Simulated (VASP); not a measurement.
# F2 in VASP: notebook

F2 is run at these levels: LDA; tasks: single point, relaxation of the atoms.

All numbers are computed with VASP 6.6.1; they aren't measurements. Logs are shortened: lines on timing, memory, paths and dates and some standing lists are left out, and cuts for length are marked.

**1. The cell of the first run**

The cell holds a molecule in a box, 2 atoms: a = 9.000 Å, b = 9.500 Å, c = 10.000 Å, α = 90.00°, β = 90.00°, γ = 90.00°.

**2. Single point, LDA**

INCAR reads:

```
  ALGO = Normal
  EDIFF = 1E-6
  ENCUT = 520
  ISIF = 2
  ISMEAR = -1
  LASPH = T
  LCHARG = T
  LELF = T
  LREAL = F
  LVHAR = T
  LWAVE = F
  NBANDS = 14
  NELM = 100
  PREC = Accurate
  SIGMA = 0.05
```

KPOINTS reads:

```
k-points
0
Gamma
  1 1 1
```

POSCAR reads:

```
F
1.0
    9.0000000000      0.0000000000      0.0000000000
    0.0000000000      9.5000000000      0.0000000000
    0.0000000000      0.0000000000     10.0000000000
F
2
Direct
    0.5000000000      0.5000000000      0.4307944168
    0.5000000000      0.5000000000      0.5692055832
```

Potentials or basis: VASP PAW LDA potentials, release 64 (F).

Started as:

```
cat potpaw_LDA.64/F/POTCAR > POTCAR
mpirun -np 1 vasp_gam > vasp.out
```

OUTCAR:

```text
EDIFF = 1E-6
   ENCUT = 520
   ISIF = 2
   ISMEAR = -1
   LASPH = T
   LREAL = F
   NELM = 100
   PREC = Accurate

 ion  position               nearest neighbor table
   1  0.500  0.500  0.431-   2 1.38
   2  0.500  0.500  0.569-   1 1.38

  LATTYP: Found a simple orthorhombic cell.
 ALAT       =     9.0000000000
 B/A-ratio  =     1.0555555556
 C/A-ratio  =     1.1111111111

  Lattice vectors:

 A1 = (   9.0000000000,   0.0000000000,   0.0000000000)
 A2 = (   0.0000000000,   9.5000000000,   0.0000000000)
 A3 = (   0.0000000000,   0.0000000000,  10.0000000000)

Analysis of symmetry for initial positions (statically):
=====================================================================
 Subroutine PRICEL returns:
 Original cell was already a primitive cell.

 Routine SETGRP: Setting up the symmetry group for a
 simple orthorhombic supercell.

 Subroutine GETGRP returns: Found  8 space group operations
 (whereof  8 operations were pure point group operations)
 out of a pool of  8 trial point group operations.

The static configuration has the point symmetry D_2h.

Analysis of symmetry for dynamics (positions and initial velocities):
=====================================================================
 Subroutine PRICEL returns:
 Original cell was already a primitive cell.

 Routine SETGRP: Setting up the symmetry group for a
 simple orthorhombic supercell.

 Subroutine GETGRP returns: Found  8 space group operations
 (whereof  8 operations were pure point group operations)
 out of a pool of  8 trial point group operations.

The dynamic configuration has the point symmetry D_2h.

 Subroutine INISYM returns: Found  8 space group operations
 (whereof  8 operations are pure point group operations),
 and found     1 'primitive' translations

----------------------------------------------------------------------------------------

                                     Primitive cell

  volume of cell :     855.0000

  direct lattice vectors                    reciprocal lattice vectors
     9.000000000  0.000000000  0.000000000     0.111111111  0.000000000  0.000000000
     0.000000000  9.500000000  0.000000000     0.000000000  0.105263158  0.000000000
     0.000000000  0.000000000 10.000000000     0.000000000  0.000000000  0.100000000

  length of vectors
     9.000000000  9.500000000 10.000000000     0.111111111  0.105263158  0.100000000

  position of ions in fractional coordinates (direct lattice)
     0.500000000  0.500000000  0.430794417
     0.500000000  0.500000000  0.569205583

  ion indices of the primitive-cell ions
   primitive index   ion index
                 1           1
                 2           2

----------------------------------------------------------------------------------------

 KPOINTS: k-points

Automatic generation of k-mesh.
 Grid dimensions read from file:
 generate k-points for:    1    1    1

 Generating k-lattice:

  Cartesian coordinates                     Fractional coordinates (reciprocal lattice)
     0.111111111  0.000000000  0.000000000     1.000000000  0.000000000  0.000000000
     0.000000000  0.105263158  0.000000000     0.000000000  1.000000000  0.000000000
     0.000000000  0.000000000  0.100000000     0.000000000  0.000000000  1.000000000

  Length of vectors
     0.111111111  0.105263158  0.100000000

  Shift w.r.t. Gamma in fractional coordinates (k-lattice)
     0.000000000  0.000000000  0.000000000

 Subroutine IBZKPT returns following result:
 ===========================================

 Found      1 irreducible k-points:

 Following reciprocal coordinates:
            Coordinates               Weight
  0.000000  0.000000  0.000000      1.000000
   k-points           NKPTS =      1   k-points in BZ     NKDIM =      1   number of bands    NBANDS=     14
   number of dos      NEDOS =    301   number of ions     NIONS =      2
   total plane-waves  NPLWV = 403200
   dimension x,y,z NGX =    70 NGY =   72 NGZ =   80
   dimension x,y,z NGXF=   140 NGYF=  144 NGZF=  160
   ions per type =               2
   NGX,Y,Z   is equivalent  to a cutoff of  12.93, 12.60, 13.30 a.u.
   NGXF,Y,Z  is equivalent  to a cutoff of  25.86, 25.20, 26.60 a.u.
 SYSTEM =  unknown system
   PREC   = accura    normal or accurate (medium, high low for compatibility)
   ISTART =      0    job   : 0-new  1-cont  2-samecut
   ICHARG =      2    charge: 1-file 2-atom 10-const
   ISPIN  =      1    spin polarized calculation?
   LNONCOLLINEAR =      F non collinear calculations
   LSORBIT =      F    spin-orbit coupling
   LASPH  =      T    aspherical Exc in radial PAW
   ENCUT  =  520.0 eV  38.22 Ry    6.18 a.u.  16.73 17.66 18.59*2*pi/ulx,y,z
   NELM   =    100;   NELMIN=  2; NELMDL= -5     # of ELM steps
   EDIFF  = 0.1E-05   stopping-criterion for ELM
   LREAL  =      F    real-space projection
   EDIFFG = 0.1E-04   stopping-criterion for IOM
   NSW    =      0    number of steps for IOM
   IBRION =     -1    ionic relax: 0-MD 1-quasi-New 2-CG
   NFREE  =      0    steps in history (QN), initial steepest desc. (CG)
   ISIF   =      2    stress and relaxation
   ISYM   =      2    0-nonsym 1-usesym 2-fastsym
   POTIM  = 0.5000    time-step for ionic-motion
   TEBEG  =    0.0;   TEEND  =   0.0 temperature during run
   PSTRESS=    0.0 pullay stress
   NELECT =      14.0000    total number of electrons
   NUPDOWN=      -1.0000    fix difference up-down
   EMIN   =  10.00;   EMAX   =-10.00  energy-range for DOS
   EFERMI =   0.00;   METHOD = LEGACY
   ISMEAR =    -1;   SIGMA  =   0.05  broadening in eV -4-tet -1-fermi 0-gaus
   EFERMI_NEDOS =   21; number of points for ismear=-14 and -15
   IALGO  =     38    algorithm
   IMIX   =      4    mixing-type and parameters
     AMIX     =   0.40;   BMIX     =  1.00
     AMIX_MAG =   1.60;   BMIX_MAG =  1.00
  volume/ion in A,a.u.               =     427.50      2884.91
  Fermi-wavevector in a.u.,A,eV,Ry     =   0.415715  0.785587  2.351342  0.172819
  Thomas-Fermi vector in A             =   1.374838
   LORBIT       =      0    0 simple, 1 ext, 2 COOP (PROOUT), +10 PAW based schemes
   GGA     = CA    functional components
   LHFCALC =     F    Hartree Fock is set to
   AEXX    =    0.0000 exact exchange contribution
   IVDW    =     0    specifies the selected vdW correction
   LEPSILON=     F    determine dielectric tensor
   LRPA    =     F    only Hartree local field effects (RPA)
 non-spin polarized calculation
  energy-cutoff  :      520.00
  volume of cell :      855.00
 maximum number of plane-waves:     11510
 NGX is ok and might be reduce to    70
   NGX = 33   NGY = 35   NGZ = 37

 number of electron      13.9999997 magnetization

 Free energy of the ion-electron system (eV)
  ---------------------------------------------------
  ext. energy  EPLUGINS =         0.00000000
  ---------------------------------------------------
  free energy    TOTEN  =        -4.09937517 eV

  energy without entropy =       -4.09937517  energy(sigma->0) =       -4.09937517

 E-fermi :  -8.0518     XC(G=0):  -0.5902

 val. band max:       -9.3594417995   @ k =   0.0000   0.0000   0.0000
 cond. band min:      -5.6578845546   @ k =   0.0000   0.0000   0.0000
 fundamental gap:      3.7015572449
 Fermi energy:        -8.0518061801

 k-point     1 :       0.0000    0.0000    0.0000
  band No.  band energies     occupation
      1     -34.2372      2.00000
      2     -27.1263      2.00000
      3     -15.6944      2.00000
      4     -13.0759      2.00000
      5     -13.0759      2.00000
      6      -9.3595      2.00000
      7      -9.3594      2.00000
      8      -5.6579      0.00000
      9      -0.2496      0.00000
     10       1.2617      0.00000
     11       1.2679      0.00000
     12       1.4146      0.00000
     13       1.5564      0.00000
     14       1.5838      0.00000

------------------------ aborting loop because EDIFF is reached ----------------------------------------

  FORCE on cell =-STRESS in cart. coord.  units (eV):
  Direction    XX          YY          ZZ          XY          YZ          ZX
  --------------------------------------------------------------------------------------
  -------------------------------------------------------------------------------------
  Total       -0.1103445     -0.1086166      0.7364691      0.0000000      0.0000000      0.0000000
  in kB       -0.2067736     -0.2035356      1.3800634      0.0000000      0.0000000      0.0000000
  external PRESSURE =       0.3232514 kB  Pullay stress =       0.0000000 kB

 VOLUME and BASIS-vectors are now :
 -----------------------------------------------------------------------------
  energy-cutoff  :      520.00
  volume of cell :      855.00
      direct lattice vectors                 reciprocal lattice vectors
     9.000000000  0.000000000  0.000000000     0.111111111  0.000000000  0.000000000
     0.000000000  9.500000000  0.000000000     0.000000000  0.105263158  0.000000000
     0.000000000  0.000000000 10.000000000     0.000000000  0.000000000  0.100000000

 POSITION                                       TOTAL-FORCE (eV/Angst)
 -----------------------------------------------------------------------------------
      4.50000      4.75000      4.30794         0.000000      0.000000     -0.601824
      4.50000      4.75000      5.69206         0.000000      0.000000      0.601824
 -----------------------------------------------------------------------------------
    total drift:                                0.000000      0.000000      0.000000

  FREE ENERGIE OF THE ION-ELECTRON SYSTEM (eV)
  ---------------------------------------------------
  free  energy   TOTEN  =        -4.0993751724 eV

  energy  without entropy=       -4.0993751724  energy(sigma->0) =       -4.09937517
```

It took 18 s on 1 thread of Intel Xeon 6975P-C (Granite Rapids), shared host; peak memory 0.48 GiB.

Results:

* Free energy: -4.0994 eV
* Largest force: 0.602 eV/Å
* Gap between the frontier levels: 3.70 eV

Forces on the atoms (eV/Å):
```
F    0.000  0.000 -0.602
F    0.000  0.000  0.602
```

Levels at points of the mesh, in eV from the valence-band top:
```
           k point  band 3  band 4  band 5  band 6  band 7  band 8  band 9  band 10  band 11  band 12
(0.00, 0.00, 0.00)   -6.33   -3.72   -3.72    0.00    0.00    3.70    9.11    10.62    10.63    10.77
```

**3. Relaxation of the atoms, LDA**

INCAR reads:

```
SYSTEM = F
  PREC = Accurate
  ENCUT = 520
  EDIFF = 1E-6
  ISMEAR = -1
  SIGMA = 0.05
  LREAL = .False.
  LASPH = .True.
  NELM = 80
  ALGO = Normal
  ISIF = 2
  LWAVE = .False.
  LCHARG = .False.
  IBRION = 2
  NSW = 60
  EDIFFG = -0.01
```

KPOINTS reads:

```
regular mesh
0
Gamma
  1 1 1
  0 0 0
```

POSCAR reads:

```
F
1.0
    9.0000000000      0.0000000000      0.0000000000
    0.0000000000      9.5000000000      0.0000000000
    0.0000000000      0.0000000000     10.0000000000
F
2
Direct
    0.5000000000      0.5000000000      0.4290000000
    0.5000000000      0.5000000000      0.5710000000
```

Potentials or basis: VASP PAW LDA potentials, release 64 (F).

Started as:

```
cat potpaw_LDA.64/F/POTCAR > POTCAR
mpirun -np 1 vasp_gam > vasp.out
```

OUTCAR:

```text
SYSTEM = F
   PREC = Accurate
   ENCUT = 520
   EDIFF = 1E-6
   ISMEAR = -1
   LREAL = .False.
   LASPH = .True.
   NELM = 80
   ISIF = 2
   IBRION = 2
   NSW = 60
   EDIFFG = -0.01

 ion  position               nearest neighbor table
   1  0.500  0.500  0.429-   2 1.42
   2  0.500  0.500  0.571-   1 1.42

  LATTYP: Found a simple orthorhombic cell.
 ALAT       =     9.0000000000
 B/A-ratio  =     1.0555555556
 C/A-ratio  =     1.1111111111

  Lattice vectors:

 A1 = (   9.0000000000,   0.0000000000,   0.0000000000)
 A2 = (   0.0000000000,   9.5000000000,   0.0000000000)
 A3 = (   0.0000000000,   0.0000000000,  10.0000000000)

Analysis of symmetry for initial positions (statically):
=====================================================================
 Subroutine PRICEL returns:
 Original cell was already a primitive cell.

 Routine SETGRP: Setting up the symmetry group for a
 simple orthorhombic supercell.

 Subroutine GETGRP returns: Found  8 space group operations
 (whereof  8 operations were pure point group operations)
 out of a pool of  8 trial point group operations.

[... 130 lines left out ...]

 number of electron      13.9999996 magnetization

 Free energy of the ion-electron system (eV)
  ---------------------------------------------------
  ext. energy  EPLUGINS =         0.00000000
  ---------------------------------------------------
  free energy    TOTEN  =        -4.09521164 eV

  energy without entropy =       -4.09521164  energy(sigma->0) =       -4.09521164

------------------------ aborting loop because EDIFF is reached ----------------------------------------

  FORCE on cell =-STRESS in cart. coord.  units (eV):
  Direction    XX          YY          ZZ          XY          YZ          ZX
  --------------------------------------------------------------------------------------
  -------------------------------------------------------------------------------------
  Total       -0.1078587     -0.1069364     -1.2053580      0.0000000      0.0000000      0.0000000
  in kB       -0.2021154     -0.2003872     -2.2587102      0.0000000      0.0000000      0.0000000
  external PRESSURE =      -0.8870710 kB  Pullay stress =       0.0000000 kB
[... 59 lines left out ...]
--------------------------------------- Ionic step        3  -------------------------------------------

 number of electron      13.9999997 magnetization

 Free energy of the ion-electron system (eV)
  ---------------------------------------------------
  ext. energy  EPLUGINS =         0.00000000
  ---------------------------------------------------
  free energy    TOTEN  =        -4.10371339 eV

  energy without entropy =       -4.10371339  energy(sigma->0) =       -4.10371339

 E-fermi :  -8.0980     XC(G=0):  -0.5872

 val. band max:       -9.4235929419   @ k =   0.0000   0.0000   0.0000
 cond. band min:      -5.9136283191   @ k =   0.0000   0.0000   0.0000
 fundamental gap:      3.5099646228
 Fermi energy:        -8.0980303276

 k-point     1 :       0.0000    0.0000    0.0000
  band No.  band energies     occupation
      1     -34.0299      2.00000
      2     -27.2281      2.00000
      3     -15.6418      2.00000
      4     -12.9963      2.00000
      5     -12.9963      2.00000
      6      -9.4236      2.00000
      7      -9.4236      2.00000
      8      -5.9136      0.00000
      9      -0.2479      0.00000
     10       1.2600      0.00000
     11       1.2672      0.00000
[... 27 lines left out ...]
  FREE ENERGIE OF THE ION-ELECTRON SYSTEM (eV)
  ---------------------------------------------------
  free  energy   TOTEN  =        -4.1037133857 eV

  energy  without entropy=       -4.1037133857  energy(sigma->0) =       -4.10371339

 reached required accuracy - stopping structural energy minimisation
```

OSZICAR:

```text
N       E                     dE             d eps       ncg     rms          rms(c)
DAV:   1     0.211273359056E+03    0.21127E+03   -0.33852E+03    22   0.737E+02
DAV:   2     0.661839894693E+02   -0.14509E+03   -0.14336E+03    38   0.111E+02
DAV:   3    -0.118348910139E+01   -0.67367E+02   -0.67300E+02    28   0.145E+02
[... 41 lines left out ...]
DAV:   9    -0.410370298906E+01   -0.25734E-04   -0.99607E-07    25   0.518E-03    0.606E-04
DAV:  10    -0.410370965692E+01   -0.66679E-05   -0.75485E-08    17   0.199E-03    0.197E-04
DAV:  11    -0.410371199617E+01   -0.23393E-05   -0.68031E-08    25   0.141E-03    0.123E-04
DAV:  12    -0.410371318587E+01   -0.11897E-05   -0.13211E-08    14   0.827E-04    0.920E-05
DAV:  13    -0.410371338574E+01   -0.19987E-06   -0.26731E-09    14   0.405E-04
   3 F= -.41037134E+01 E0= -.41037134E+01  d E =-.850175E-02
```

CONTCAR:

```text
F
   1.00000000000000
     9.0000000000000000    0.0000000000000000    0.0000000000000000
     0.0000000000000000    9.5000000000000000    0.0000000000000000
     0.0000000000000000    0.0000000000000000   10.0000000000000000
  F
     2
Direct
     0.5000000000000000    0.5000000000000000    0.4300689849997634
     0.5000000000000000    0.5000000000000000    0.5699310150002365

  0.00000000E+00  0.00000000E+00  0.00000000E+00
  0.00000000E+00  0.00000000E+00  0.00000000E+00
```

Run time: 30 s. Hardware: 1 thread of Intel Xeon 6975P-C (Granite Rapids), shared host; peak memory 0.52 GiB.

What came out:

```
Free energy                     : -4.1037 eV
Energy gained by relaxing       : 4.3 meV/atom
Ionic steps                     : 3
Largest force after relaxing    : 0.005 eV/Å
Gap between the frontier levels : 3.51 eV
```

Forces in eV/Å, atoms in the order of the input:
```
F    0.000  0.000 -0.005
F    0.000  0.000  0.005
```

Step by step:
```
step  energy change (eV)  largest force (eV/Å)  pressure (GPa)
   1              0.0000                0.7830           -0.09
   2              0.0564                2.5305            0.19
   3             -0.0085                0.0050           -0.02
```

Final structure:
```
F
1.0
     9.00000    0.00000    0.00000
     0.00000    9.50000    0.00000
     0.00000    0.00000   10.00000
F
2
Direct
  0.50000 0.50000 0.43007
  0.50000 0.50000 0.56993
```
